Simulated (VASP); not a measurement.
Input of a VASP 6.6.1 run:

INCAR

```
SYSTEM = AgRh
PREC = Accurate
ENCUT = 520
EDIFF = 1E-7
ISMEAR = -1
SIGMA = 0.05
LREAL = .FALSE.
LASPH = .TRUE.
NELM = 100
ALGO = Normal
ISIF = 2
LWAVE = .FALSE.
LCHARG = .FALSE.
GGA = PE
NBANDS = 20
```

The input KPOINTS:

```
Automatic mesh
0
G
  14 14 7
  0 0 0
```

Contents of POSCAR:

```
AgRh
1.0
    2.9920661862      0.0000000000      0.0000000000
   -1.4960330931      2.5912053270      0.0000000000
    0.0000000000      0.0000000000      5.1799094797
Ag Rh
1 1
Direct
    0.0000000000      0.0000000000      0.5000000000
    0.6666666667      0.3333333333      0.0000000000
```

Potentials or basis: VASP PAW PBE potentials, release 64 (Ag, Rh_pv).

The run is started by

```sh
$ cat potpaw_PBE.64/Ag/POTCAR potpaw_PBE.64/Rh_pv/POTCAR > POTCAR
$ mpirun -np 1 vasp_std > vasp.out
```

(1) What does it give for the pressure?

(2) What does it give for the band gap on the k mesh?

## Answers

(1) -19.4 GPa.

(2) zero (band 13 reaches 6.65 eV, above the bottom of band 14 at 5.76 eV).
